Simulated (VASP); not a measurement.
Crystal: Cd2S.

```
Cd S
1.0
     4.00000    0.00000    0.00000
    -2.00000    3.46410    0.00000
     0.00000    0.00000    4.90000
Cd S
2 1
Direct
  0.66667 0.33333 0.71000
  0.33333 0.66667 0.29000
  0.00000 0.00000 0.00000
```

| Item | Value |
| --- | --- |
| Program | VASP 6.6.1 |
| Task | relaxation of cell and atoms |
| Functional | PBE |
| Potentials or basis | VASP PAW PBE potentials, release 64 (Cd, S) |
| Cutoff | 600 eV |
| k mesh | 6 × 6 × 4 |
| Occupations | gaussian, width 0.2 eV |
| Spin | no spin polarisation |

At the start: pressure 1.7 GPa; volume 22.63 Å³/atom.

**Question.** How do energy, volume and symmetry change on relaxing?

**Answer.** Over 7 steps the energy falls by 53.4 meV/atom and the volume is 22.56 Å³/atom (-0.3 %); space group P-3m1 (No. 164, to 0.1 Å) before and after.

Step by step:
| step | energy change (eV) | largest force (eV/Å) | pressure (GPa) | volume (Å³) |
| --- | --- | --- | --- | --- |
| 1 | 0.0000 | 0.5688 | 1.66 | 67.90 |
| 2 | -0.0777 | 0.2576 | -0.69 | 70.20 |
| 3 | -0.0949 | 0.0333 | -2.14 | 71.90 |
| 4 | -0.1472 | 0.0885 | -1.14 | 69.65 |
| 5 | -0.1571 | 0.1731 | -0.45 | 68.32 |
| 6 | -0.1572 | 0.1790 | -0.38 | 68.23 |
| 7 | -0.1602 | 0.0526 | 0.22 | 67.67 |

Final structure:
```
CELL_PARAMETERS angstrom
3.81750 0.00000 0.00000
-1.90875 3.30605 0.00000
0.00000 0.00000 5.36153
ATOMIC_POSITIONS crystal
Cd 0.66667 0.33333 0.69657
Cd 0.33333 0.66667 0.30343
S 0.00000 0.00000 0.00000
```

Caveat: the relaxation stopped at a loose force limit of 0.08 eV/Å, so its end isn't a converged minimum.
